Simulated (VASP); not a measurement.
**Si: single point with LDA**

The system is Si.

```
Si
1.0
    -1.58659    1.58659    1.28524
     1.58659   -1.58659    1.28524
     1.58659    1.58659   -1.28524
Si
1
Cartesian
  0.0000 0.0000 0.0000
```

This cell differs from its parent crystal: strain -0.030 along x and y, -0.015 along z.

```json
{"Program": "VASP 6.6.1", "Task": "single point", "Functional": "LDA", "Potentials or basis": "VASP PAW LDA potentials, release 64 (Si)", "Cutoff": "520 eV", "k mesh": "28 × 28 × 28", "Occupations": "gaussian, width 0.15 eV", "Spin": "no spin polarisation"}
```

| Property | Result |
| --- | --- |
| Pressure | 8.8 GPa |
| Band gap on the k mesh | zero (band 2 reaches 21.79 eV, above the bottom of band 3 at 7.64 eV) |

Levels at points of the mesh, in eV from the Fermi level:
| k point | band 1 | band 2 | band 3 | band 4 | band 5 | band 6 | band 7 |
| --- | --- | --- | --- | --- | --- | --- | --- |
| (0.00, 0.00, 0.00) | -15.43 | 9.72 | 10.82 | 10.82 | 13.32 | 14.98 | 15.71 |
| (0.50, 0.00, 0.00) | -6.87 | -6.20 | 5.15 | 6.30 | 6.96 | 9.84 | 19.47 |
| (0.50, 0.50, 0.00) | -8.82 | -7.91 | 9.74 | 11.78 | 12.22 | 12.58 | 17.81 |
| (0.50, 0.50, 0.50) | -2.56 | -2.56 | -1.27 | 0.87 | 4.50 | 7.00 | 26.24 |

It took 41 s on 1 thread of Intel(R) Xeon(R) 6975P-C (Granite Rapids), on a shared host, peak memory 0.23 GiB.

Caveat: the cell differs from its parent crystal (strain -0.030 along x and y, -0.015 along z).
